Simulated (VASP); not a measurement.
A run of VASP 6.6.1 is set up as follows.

Contents of INCAR:

```
SYSTEM = SnSe
ALGO = Normal ; EDIFF = 1E-6
ENCUT = 500 ; GGA_COMPAT = .False.
ISIF = 2 ; ISMEAR = -1
LASPH = .True. ; LCHARG = .False.
LREAL = .False. ; LWAVE = .False.
NBANDS = 17 ; NELM = 120
PREC = Accurate ; SIGMA = 0.02
```

File KPOINTS:

```
k-points
0
Gamma
  9 9 9
  0 0 0
```

File POSCAR:

```
SnSe
1.0
    0.0602000000      3.0401000000      3.0401000000
    3.0401000000      0.0602000000      3.0401000000
    3.0401000000      3.0401000000      0.0602000000
Sn Se
1 1
Direct
    0.0000000000      0.0000000000      0.0000000000
    0.5000000000      0.5000000000      0.5000000000
```

Potentials or basis: VASP PAW LDA potentials, release 64 (Sn_d, Se).

Command:

```bash
$ cat potpaw_LDA.64/Sn_d/POTCAR potpaw_LDA.64/Se/POTCAR > POTCAR
$ mpirun -np 1 vasp_std > vasp.out
```

Task: Estimate the band gap on the k mesh.

Result: 0.37 eV, indirect (least direct gap 0.54 eV).

Task: Predict the pressure.

Result: -3.2 GPa.

Stress tensor (GPa, compression positive):
```
-3.16 -0.42 -0.42
-0.42 -3.16 -0.42
-0.42 -0.42 -3.16
```

Caveat: the cell differs from its parent crystal (equal xy, yz and zx shear strains of +2 %); spin-orbit coupling is left out, which moves the levels of the heavy elements. A k mesh can miss the band edges.
